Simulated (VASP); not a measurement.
Here is a VASP 6.6.1 calculation.

INCAR

```
SYSTEM = Cs
ALGO     = Normal         ! electronic algorithm
EDIFF    = 1E-6           ! SCF threshold, eV
ENCUT    = 520            ! plane-wave cutoff, eV
ISIF     = 2              ! what is computed and relaxed
ISMEAR   = 0              ! smearing method
LASPH    = .True.         ! aspherical terms in the spheres
LCHARG   = .False.        ! write CHGCAR
LREAL    = .False.        ! projectors in reciprocal space
LWAVE    = .False.        ! write WAVECAR
NBANDS   = 10             ! bands
NELM     = 100            ! most SCF steps
PREC     = Accurate       ! precision mode
SIGMA    = 0.15           ! smearing width, eV
```

Contents of KPOINTS:

```
k-points
0
Gamma
  12 12 12
  0 0 0
```

The input POSCAR:

```
Cs
1.0
   -2.9016000000      2.9016000000      3.0225000000
    2.9016000000     -2.9016000000      3.0225000000
    2.9016000000      2.9016000000     -3.0225000000
Cs
1
Direct
    0.0000000000      0.0000000000      0.0000000000
```

Potentials or basis: VASP PAW LDA potentials, release 64 (Cs_sv).

Command:

```sh
$ cat potpaw_LDA.64/Cs_sv/POTCAR > POTCAR
$ mpirun -np 1 vasp_std > vasp.out
```

(1) Predict the pressure.

## Answers

(1) -0.1 GPa.

Caveat: the cell differs from its parent crystal (strain -0.040 along x and y, +0.000 along z).
